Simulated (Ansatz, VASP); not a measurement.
**KBr: VASP beside Ansatz**

The input INCAR:

```
ALGO = Normal
EDIFF = 1E-7
ENCUT = 520
GGA = PS
ISIF = 2
ISMEAR = 0
LASPH = T
LCHARG = F
LREAL = F
LWAVE = F
NBANDS = 15
NELM = 60
PREC = Accurate
SIGMA = 0.05
```

The input KPOINTS:

```
k-points
0
Gamma
  6 6 6
```

POSCAR

```
KBr
1.0
    4.0434990000      0.0000000000      0.0000000000
    0.0000000000      4.0434990000      0.0050543738
    0.0000000000      0.0050543738      4.0434990000
K Br
1 1
Direct
    0.0000000000      0.0000000000      0.0000000000
    0.5000000000      0.5000000000      0.5000000000
```

Input for Ansatz:

```yaml
crystal:
  lattice:
    - [4.043499, 0.0, 0.0]
    - [0.0, 4.043499, 0.0050543738]
    - [0.0, 0.0050543738, 4.043499]
  atoms:
    - { symbol: K, position: [0.0, 0.0, 0.0] }
    - { symbol: Br, position: [0.5, 0.5, 0.5] }
basis:
  ecutwfc: 420
kpoints:
  mp_grid: { grid: [6, 6, 6] }
hamiltonian:
  xc: pbesol
scf:
  occupations: { method: gaussian, width: 0.05 }
output:
  forces: true
  stress: true
  eigenvalues: true
```

Change from the starting cell: strain +0.0025 x Voigt [0, 0, 0, 1, 0, 0], atoms carried along.

Alike in both runs: task single point; functional PBEsol; k mesh 6 × 6 × 6; occupations gaussian, width 0.05 eV; no spin polarisation.

|  | VASP | Ansatz |
| --- | --- | --- |
| version | VASP 6.6.1 | Ansatz 0.2.0 |
| potentials or method | VASP PAW PBE potentials, release 64 (K_sv, Br), cutoff 520 eV | scalar-relativistic, plane waves, PAW |
| valence electrons in the cell | 16 | 16 |

|  | VASP | Ansatz | Ansatz less VASP |
| --- | --- | --- | --- |
| gap on the k mesh at the Fermi level (eV) | 3.71 | 3.71 | +0.002 |
| least direct gap on the mesh (eV) | 3.97 | 3.97 | +0.002 |
| pressure (GPa) | -1.2 | -1.2 | -0.03 |

VASP's potentials were made for PBE, not for PBEsol.
